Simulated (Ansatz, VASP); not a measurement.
# Si: VASP beside Ansatz

```
Si
1.0
     2.65985    0.00000    0.00000
    -1.32993    2.30350    0.00000
     0.00000    0.00000    2.46635
Si
1
Direct
  0.00000 0.00000 0.00000
```

Change from the starting cell: strain +0.015 along x and y, +0.000 along z, atoms carried along.

Alike in both runs: task single point; functional LDA; k mesh 24 × 24 × 20; occupations gaussian, width 0.15 eV; no spin polarisation.

```csv
,VASP,Ansatz
version,VASP 6.6.1,Ansatz 0.2.0
potentials or method,"VASP PAW LDA potentials, release 64 (Si), cutoff 520 eV","scalar-relativistic, plane waves, PAW"
valence electrons in the cell,4,4
```

Ansatz gave:

```
gap on the k mesh at the Fermi level (eV)                     : none
pressure (GPa)                                                : -3.8
traceless stress, the component that is largest in VASP (GPa) : 1.58
```

Question: Estimate VASP's values.

Answer: gap on the k mesh at the Fermi level (eV): none; pressure (GPa): -3.7; traceless stress, the component that is largest in VASP (GPa): 1.60.

LDA's correlation is that of Perdew and Zunger in VASP and of Perdew and Wang (1992) in Ansatz. A gap of «none» marks a metal or a gap that the smearing closes.
